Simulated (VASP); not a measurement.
# I (Pm-3m) in VASP: a series of runs

The runs below take I through single point, relaxation of cell and atoms, with PBEsol.

All numbers are computed with VASP 6.6.1; they aren't measurements. Logs are shortened: lines on timing, memory, paths and dates and some standing lists are left out, and cuts for length are marked.

## Step 1: The cell of the first run

Symmetry: Pm-3m, No. 221, cubic system. Conventional cell: a = 3.373 Å, b = 3.373 Å, c = 3.373 Å, α = 90.00°, β = 90.00°, γ = 90.00°. I (site symmetry m-3m) has 6 I at 3.37 Å within 4.4 Å.

## Step 2: Single point, PBEsol

INCAR reads:

```
SYSTEM = I
ALGO = Normal
EDIFF = 1E-6
ENCUT = 520
GGA = PS
ISIF = 2
ISMEAR = -1
LASPH = .TRUE.
LCHARG = .FALSE.
LREAL = .FALSE.
LWAVE = .FALSE.
NBANDS = 10
NELM = 60
PREC = Accurate
SIGMA = 0.05
```

KPOINTS reads:

```
k-points
0
G
  7 7 7
  0 0 0
```

POSCAR reads:

```
I
1.0
    3.3728940903      0.0000000000      0.0000000000
    0.0000000000      3.3728940903      0.0000000000
    0.0000000000      0.0000000000      3.3728940903
I
1
Direct
    0.0000000000      0.0000000000      0.0000000000
```

Potentials or basis: VASP PAW PBE potentials, release 64 (I).

The run is started by

```sh
$ cat potpaw_PBE.64/I/POTCAR > POTCAR
$ mpirun -np 1 vasp_std > vasp.out
```

OUTCAR:

```text
SYSTEM = I
   EDIFF = 1E-6
   ENCUT = 520
   GGA = PS
   ISIF = 2
   ISMEAR = -1
   LASPH = .TRUE.
   LREAL = .FALSE.
   NELM = 60
   PREC = Accurate

 ion  position               nearest neighbor table
   1  0.000  0.000  0.000-

  LATTYP: Found a simple cubic cell.
 ALAT       =     3.3728940903

  Lattice vectors:

 A1 = (   3.3728940903,   0.0000000000,   0.0000000000)
 A2 = (   0.0000000000,   3.3728940903,   0.0000000000)
 A3 = (   0.0000000000,   0.0000000000,   3.3728940903)

Analysis of symmetry for initial positions (statically):
=====================================================================
 Subroutine PRICEL returns:
 Original cell was already a primitive cell.

 Routine SETGRP: Setting up the symmetry group for a
 simple cubic supercell.

 Subroutine GETGRP returns: Found 48 space group operations
 (whereof 48 operations were pure point group operations)
 out of a pool of 48 trial point group operations.

The static configuration has the point symmetry O_h .

Analysis of symmetry for dynamics (positions and initial velocities):
=====================================================================
 Subroutine PRICEL returns:
 Original cell was already a primitive cell.

 Routine SETGRP: Setting up the symmetry group for a
 simple cubic supercell.

 Subroutine GETGRP returns: Found 48 space group operations
 (whereof 48 operations were pure point group operations)
 out of a pool of 48 trial point group operations.

The dynamic configuration has the point symmetry O_h .

 Subroutine INISYM returns: Found 48 space group operations
 (whereof 48 operations are pure point group operations),
 and found     1 'primitive' translations

----------------------------------------------------------------------------------------

                                     Primitive cell

  volume of cell :      38.3714

  direct lattice vectors                    reciprocal lattice vectors
     3.372894090  0.000000000  0.000000000     0.296481293  0.000000000  0.000000000
     0.000000000  3.372894090  0.000000000     0.000000000  0.296481293  0.000000000
     0.000000000  0.000000000  3.372894090     0.000000000  0.000000000  0.296481293

  length of vectors
     3.372894090  3.372894090  3.372894090     0.296481293  0.296481293  0.296481293

  position of ions in fractional coordinates (direct lattice)
     0.000000000  0.000000000  0.000000000

  ion indices of the primitive-cell ions
   primitive index   ion index
                 1           1

----------------------------------------------------------------------------------------

 KPOINTS: k-points

Automatic generation of k-mesh.
 Grid dimensions read from file:
 generate k-points for:    7    7    7

 Generating k-lattice:

  Cartesian coordinates                     Fractional coordinates (reciprocal lattice)
     0.042354470  0.000000000  0.000000000     0.142857143  0.000000000  0.000000000
     0.000000000  0.042354470  0.000000000     0.000000000  0.142857143  0.000000000
     0.000000000  0.000000000  0.042354470     0.000000000  0.000000000  0.142857143

  Length of vectors
     0.042354470  0.042354470  0.042354470

  Shift w.r.t. Gamma in fractional coordinates (k-lattice)
     0.000000000  0.000000000  0.000000000

 Subroutine IBZKPT returns following result:
 ===========================================

 Found     20 irreducible k-points:

 Following reciprocal coordinates:
            Coordinates               Weight
  0.000000  0.000000  0.000000      1.000000
  0.142857  0.000000  0.000000      6.000000
  0.285714  0.000000  0.000000      6.000000
  0.428571  0.000000  0.000000      6.000000
  0.142857  0.142857  0.000000     12.000000
  0.285714  0.142857  0.000000     24.000000
[... 12 lines left out ...]
  0.428571  0.428571  0.285714     24.000000
  0.428571  0.428571  0.428571      8.000000
   k-points           NKPTS =     20   k-points in BZ     NKDIM =     20   number of bands    NBANDS=     10
   number of dos      NEDOS =    301   number of ions     NIONS =      1
   total plane-waves  NPLWV =  21952
   dimension x,y,z NGX =    28 NGY =   28 NGZ =   28
   dimension x,y,z NGXF=    56 NGYF=   56 NGZF=   56
   ions per type =               1
   NGX,Y,Z   is equivalent  to a cutoff of  13.80, 13.80, 13.80 a.u.
   NGXF,Y,Z  is equivalent  to a cutoff of  27.60, 27.60, 27.60 a.u.
 SYSTEM =  I
   PREC   = accura    normal or accurate (medium, high low for compatibility)
   ISTART =      0    job   : 0-new  1-cont  2-samecut
   ICHARG =      2    charge: 1-file 2-atom 10-const
   ISPIN  =      1    spin polarized calculation?
   LNONCOLLINEAR =      F non collinear calculations
   LSORBIT =      F    spin-orbit coupling
   LASPH  =      T    aspherical Exc in radial PAW
   ENCUT  =  520.0 eV  38.22 Ry    6.18 a.u.   6.27  6.27  6.27*2*pi/ulx,y,z
   NELM   =     60;   NELMIN=  2; NELMDL= -5     # of ELM steps
   EDIFF  = 0.1E-05   stopping-criterion for ELM
   LREAL  =      F    real-space projection
   EDIFFG = 0.1E-04   stopping-criterion for IOM
   NSW    =      0    number of steps for IOM
   IBRION =     -1    ionic relax: 0-MD 1-quasi-New 2-CG
   NFREE  =      0    steps in history (QN), initial steepest desc. (CG)
   ISIF   =      2    stress and relaxation
   ISYM   =      2    0-nonsym 1-usesym 2-fastsym
   POTIM  = 0.5000    time-step for ionic-motion
   TEBEG  =    0.0;   TEEND  =   0.0 temperature during run
   PSTRESS=    0.0 pullay stress
   NELECT =       7.0000    total number of electrons
   NUPDOWN=      -1.0000    fix difference up-down
   EMIN   =  10.00;   EMAX   =-10.00  energy-range for DOS
   EFERMI =   0.00;   METHOD = LEGACY
   ISMEAR =    -1;   SIGMA  =   0.05  broadening in eV -4-tet -1-fermi 0-gaus
   EFERMI_NEDOS =   21; number of points for ismear=-14 and -15
   IALGO  =     38    algorithm
   IMIX   =      4    mixing-type and parameters
     AMIX     =   0.40;   BMIX     =  1.00
     AMIX_MAG =   1.60;   BMIX_MAG =  1.00
  volume/ion in A,a.u.               =      38.37       258.94
  Fermi-wavevector in a.u.,A,eV,Ry     =   0.928478  1.754568 11.729186  0.862071
  Thomas-Fermi vector in A             =   2.054658
   LORBIT       =      0    0 simple, 1 ext, 2 COOP (PROOUT), +10 PAW based schemes
   GGA     = PS    functional components
   LHFCALC =     F    Hartree Fock is set to
   AEXX    =    0.0000 exact exchange contribution
   IVDW    =     0    specifies the selected vdW correction
   LEPSILON=     F    determine dielectric tensor
   LRPA    =     F    only Hartree local field effects (RPA)
 non-spin polarized calculation
  energy-cutoff  :      520.00
  volume of cell :       38.37
 maximum number of plane-waves:      1042
 NGX is ok and might be reduce to    28
   NGX = 13   NGY = 13   NGZ = 13

 number of electron       7.0000001 magnetization

 Free energy of the ion-electron system (eV)
  ---------------------------------------------------
  ext. energy  EPLUGINS =         0.00000000
  ---------------------------------------------------
  free energy    TOTEN  =        -1.48070580 eV

  energy without entropy =       -1.47293679  energy(sigma->0) =       -1.47682130

 E-fermi :   3.9249     XC(G=0):  -8.7021

 val. band max:        3.8780262958   @ k =   0.0000   0.0000   0.0000
 cond. band min:       4.0074670919   @ k =   0.1429   0.0000   0.0000
 fundamental gap:      0.1294407960
 Fermi energy:         3.9249257878

 k-point     1 :       0.0000    0.0000    0.0000
  band No.  band energies     occupation
      1      -9.9359      2.00000
      2       3.8780      1.43739
      3       3.8780      1.43739
      4       3.8780      1.43739
      5       9.3651      0.00000
      6      10.3596      0.00000
      7      10.3596      0.00000
      8      20.2350      0.00000
      9      20.2350      0.00000
     10      20.2354      0.00000

 k-point     2 :       0.1429    0.0000    0.0000
  band No.  band energies     occupation
      1      -9.7819      2.00000
      2       2.4846      2.00000
      3       4.0075      0.32199
      4       4.0075      0.32199
      5       9.8492      0.00000
      6      10.5495      0.00000
      7      11.9765      0.00000
      8      17.9458      0.00000
      9      17.9458      0.00000
     10      19.2433      0.00000

 k-point     3 :       0.2857    0.0000    0.0000
  band No.  band energies     occupation
      1      -9.3911      2.00000
      2       0.3872      2.00000
      3       4.3234      0.00069
      4       4.3234      0.00069
      5      10.6030      0.00000
      6      11.0681      0.00000
      7      14.6197      0.00000
      8      15.8395      0.00000
      9      15.8395      0.00000
     10      17.7996      0.00000

 k-point     4 :       0.4286    0.0000    0.0000
  band No.  band energies     occupation
      1      -9.0151      2.00000
      2      -0.9532      2.00000
      3       4.6083      0.00000
      4       4.6083      0.00000
      5      11.6555      0.00000
      6      11.6622      0.00000
      7      13.7897      0.00000
      8      14.6358      0.00000
      9      14.6358      0.00000
     10      16.2271      0.00000
[... 170 lines left out ...]
 k-point    18 :       0.4286    0.2857    0.2857
  band No.  band energies     occupation
      1      -7.9479      2.00000
      2       0.1800      2.00000
      3       1.8423      2.00000
      4       1.8641      2.00000
      5       9.4813      0.00000
      6      10.4956      0.00000
      7      12.0853      0.00000
      8      16.6603      0.00000
      9      17.6767      0.00000
     10      18.7307      0.00000

 k-point    19 :       0.4286    0.4286    0.2857
  band No.  band energies     occupation
      1      -7.5825      2.00000
      2       0.5537      2.00000
      3       0.5644      2.00000
      4       2.1967      2.00000
      5       8.5394      0.00000
      6      10.7152      0.00000
      7      10.8655      0.00000
      8      14.9667      0.00000
      9      18.6043      0.00000
     10      21.9436      0.00000

 k-point    20 :       0.4286    0.4286    0.4286
  band No.  band energies     occupation
      1      -7.2184      2.00000
      2       0.9116      2.00000
      3       0.9164      2.00000
      4       0.9164      2.00000
      5       9.1726      0.00000
      6       9.5240      0.00000
      7       9.5240      0.00000
      8      13.1727      0.00000
      9      22.3306      0.00000
     10      22.3306      0.00000

------------------------ aborting loop because EDIFF is reached ----------------------------------------

  FORCE on cell =-STRESS in cart. coord.  units (eV):
  Direction    XX          YY          ZZ          XY          YZ          ZX
  --------------------------------------------------------------------------------------
  -------------------------------------------------------------------------------------
  Total        0.0070039      0.0070039      0.0070039     -0.0000000      0.0000000      0.0000000
  in kB        0.2924447      0.2924447      0.2924447     -0.0000000      0.0000000      0.0000000
  external PRESSURE =       0.2924447 kB  Pullay stress =       0.0000000 kB

 VOLUME and BASIS-vectors are now :
 -----------------------------------------------------------------------------
  energy-cutoff  :      520.00
  volume of cell :       38.37
      direct lattice vectors                 reciprocal lattice vectors
     3.372894090  0.000000000  0.000000000     0.296481293  0.000000000  0.000000000
     0.000000000  3.372894090  0.000000000     0.000000000  0.296481293  0.000000000
     0.000000000  0.000000000  3.372894090     0.000000000  0.000000000  0.296481293

 POSITION                                       TOTAL-FORCE (eV/Angst)
 -----------------------------------------------------------------------------------
      0.00000      0.00000      0.00000         0.000000      0.000000      0.000000
 -----------------------------------------------------------------------------------
    total drift:                                0.000000      0.000000      0.000000

  FREE ENERGIE OF THE ION-ELECTRON SYSTEM (eV)
  ---------------------------------------------------
  free  energy   TOTEN  =        -1.4807058047 eV

  energy  without entropy=       -1.4729367860  energy(sigma->0) =       -1.47682130
```

Wall time 5.8 s (1 thread of Intel Xeon Platinum 8259CL at 2.50GHz (Skylake/Cascade Lake), shared host); peak memory 0.15 GiB.

Results:

* Free energy: -1.4807 eV
* Pressure: 0.0 GPa

Caveat: the PAW data sets were made with another functional, which shifts forces and pressure a little; spin-orbit coupling is left out, which moves the levels of the heavy elements; an odd number of electrons without spin polarisation forces a metal; a magnetic or distorted state may lie lower.

## Step 3: Single point, PBEsol

INCAR reads:

```
PREC     = Accurate       # precision mode
ENCUT    = 520            # plane-wave cutoff, eV
EDIFF    = 1E-6           # SCF threshold, eV
ISMEAR   = -1             # smearing method
SIGMA    = 0.05           # smearing width, eV
LREAL    = F              # projectors in reciprocal space
LASPH    = T              # aspherical terms in the spheres
NELM     = 100            # most SCF steps
ALGO     = Normal         # electronic algorithm
ISIF     = 2              # what is computed and relaxed
LWAVE    = F              # write WAVECAR
LCHARG   = F              # write CHGCAR
GGA      = PS             # functional
NBANDS   = 10             # bands
```

KPOINTS reads:

```
regular mesh
0
Gamma
  7 7 7
```

POSCAR is that of step 2.

Potentials or basis: VASP PAW PBE potentials, release 64 (I).

The run is started by

```sh
$ cat potpaw_PBE.64/I/POTCAR > POTCAR
$ mpirun -np 1 vasp_std > vasp.out
```

Wall time 5.7 s (1 thread of Intel Xeon Platinum 8259CL at 2.50GHz (Skylake/Cascade Lake), shared host); peak memory 0.15 GiB.

The run converged. Its results:

```yaml
Free_energy: -1.4807 eV
Pressure: 0.0 GPa
```

Levels at points of the mesh, in eV from the Fermi level:
```csv
k point,band 1,band 2,band 3,band 4,band 5,band 6,band 7
"(0.00, 0.00, 0.00)",-13.86,-0.05,-0.05,-0.05,5.44,6.43,6.43
```

Caveat: the PAW data sets were made with another functional, which shifts forces and pressure a little; spin-orbit coupling is left out, which moves the levels of the heavy elements; an odd number of electrons without spin polarisation forces a metal; a magnetic or distorted state may lie lower.

## Step 4: Relaxation of cell and atoms, PBEsol

This run uses another cell than the first one, of 35.94 Å³/atom, 0.937 times its volume.

INCAR reads:

```
  PREC = Accurate
  ENCUT = 600
  EDIFF = 1E-7
  ISMEAR = -1
  SIGMA = 0.05
  LREAL = F
  LASPH = T
  NELM = 100
  ALGO = Normal
  ISIF = 3
  LWAVE = F
  LCHARG = F
  GGA = PS
  IBRION = 2
  NSW = 80
  EDIFFG = -0.03
```

KPOINTS reads:

```
Automatic mesh
0
Gamma
  7 7 7
```

POSCAR reads:

```
I
1.0
    3.3000000000      0.0000000000      0.0000000000
    0.0000000000      3.3000000000      0.0000000000
    0.0000000000      0.0000000000      3.3000000000
I
1
Direct
    0.0000000000      0.0000000000      0.0000000000
```

The run is started by

```sh
$ cat potpaw_PBE.64/I/POTCAR > POTCAR
$ mpirun -np 1 vasp_std > vasp.out
```

Wall time 18 s (1 thread of Intel Xeon Platinum 8259CL at 2.50GHz (Skylake/Cascade Lake), shared host); peak memory 0.16 GiB.

Results (log left out):

| Item | Value |
| --- | --- |
| Free energy | -1.4806 eV |
| Relaxed volume | 38.40 Å³/atom |
| Relaxed cell | a = 3.374 Å, b = 3.374 Å, c = 3.374 Å, α = 90.00°, β = 90.00°, γ = 90.00° |
| Space group after relaxing (to 0.05 Å) | Pm-3m (No. 221) |
| Energy gained by relaxing | 17.2 meV/atom |
| Ionic steps | 3 |
| Pressure after relaxing | 0.0 GPa |

Step by step:
```csv
step,energy change (eV),largest force (eV/Å),pressure (GPa),volume (Å³)
1,0.0000,0.0000,2.40,35.94
2,-0.0168,0.0000,-0.31,38.81
3,-0.0172,0.0000,0.01,38.40
```

Final structure:
```yaml
crystal:
  lattice:
    - [3.37372, 0.00000, 0.00000]
    - [0.00000, 3.37372, 0.00000]
    - [0.00000, 0.00000, 3.37372]
  atoms:
    - { symbol: I, position: [0.00000, 0.00000, 0.00000] }
```

Levels at points of the mesh, in eV from the Fermi level:
```csv
k point,band 1,band 2,band 3,band 4,band 5,band 6,band 7
"(0.00, 0.00, 0.00)",-13.86,-0.05,-0.05,-0.05,5.44,6.44,6.44
```

Caveat: the PAW data sets were made with another functional, which shifts forces and pressure a little; spin-orbit coupling is left out, which moves the levels of the heavy elements; an odd number of electrons without spin polarisation forces a metal; a magnetic or distorted state may lie lower.

## Step 5: Relaxation of cell and atoms, PBEsol

INCAR reads:

```
ALGO     = Normal         # electronic algorithm
EDIFF    = 1E-6           # SCF threshold, eV
EDIFFG   = -0.03          # ionic threshold
ENCUT    = 600            # plane-wave cutoff, eV
GGA      = PS             # functional
IBRION   = 2              # ionic algorithm
ISIF     = 3              # what is computed and relaxed
ISMEAR   = -1             # smearing method
LASPH    = True           # aspherical terms in the spheres
LCHARG   = False          # write CHGCAR
LREAL    = False          # projectors in reciprocal space
LWAVE    = False          # write WAVECAR
NELM     = 100            # most SCF steps
NSW      = 80             # ionic steps
PREC     = Accurate       # precision mode
SIGMA    = 0.05           # smearing width, eV
```

KPOINTS reads:

```
k-points
0
Gamma
  7 7 7
```

POSCAR reads:

```
I
1.0
    3.3728940903      0.0000000000      0.0000000000
    0.0000000000      3.3728940903      0.0000000000
    0.0000000000      0.0000000000      3.3728940903
I
1
Direct
    0.0000000000      0.0000000000      0.0000000000
```

The run is started by

```sh
$ cat potpaw_PBE.64/I/POTCAR > POTCAR
$ mpirun -np 1 vasp_std > vasp.out
```

Run time: 5.1 s. Hardware: 1 thread of Intel Xeon Platinum 8259CL at 2.50GHz (Skylake/Cascade Lake), shared host; peak memory 0.15 GiB.

It converged, with:

```
Free energy             : -1.4807 eV
Pressure after relaxing : 0.0 GPa
```

Final structure:
```
I
1.0
     3.37289    0.00000    0.00000
     0.00000    3.37289    0.00000
     0.00000    0.00000    3.37289
I
1
Direct
  0.00000 0.00000 0.00000
```

Levels at points of the mesh, in eV from the Fermi level:
```csv
k point,band 1,band 2,band 3,band 4,band 5,band 6,band 7
"(0.00, 0.00, 0.00)",-13.86,-0.05,-0.05,-0.05,5.44,6.43,6.43
```

Caveat: the relaxation stopped at its first step, so nothing moved; the PAW data sets were made with another functional, which shifts forces and pressure a little; spin-orbit coupling is left out, which moves the levels of the heavy elements; an odd number of electrons without spin polarisation forces a metal; a magnetic or distorted state may lie lower.

## Step 6: The runs side by side

```tsv
task	cell	cutoff (eV)	gap on the mesh (eV)	pressure (GPa)
single point	a = 3.373 Å, 1 atom	520	none	0.0
relaxation of cell and atoms	relaxed from a = 3.300 Å, 1 atom	600	none	0.0
relaxation of cell and atoms	relaxed from a = 3.373 Å, 1 atom	600	none	0.0
```

Alike in all rows: level PBEsol; potentials or basis VASP PAW PBE potentials, release 64 (I); no spin polarisation; k mesh 7 × 7 × 7; smearing fermi-dirac 0.05 eV.

Caveats: the PAW data sets were made with another functional, which shifts forces and pressure a little; spin-orbit coupling is left out, which moves the levels of the heavy elements; an odd number of electrons without spin polarisation forces a metal; a magnetic or distorted state may lie lower; the relaxation stopped at its first step, so nothing moved (some runs).

Absolute energies hang on the potentials; compare differences alone.
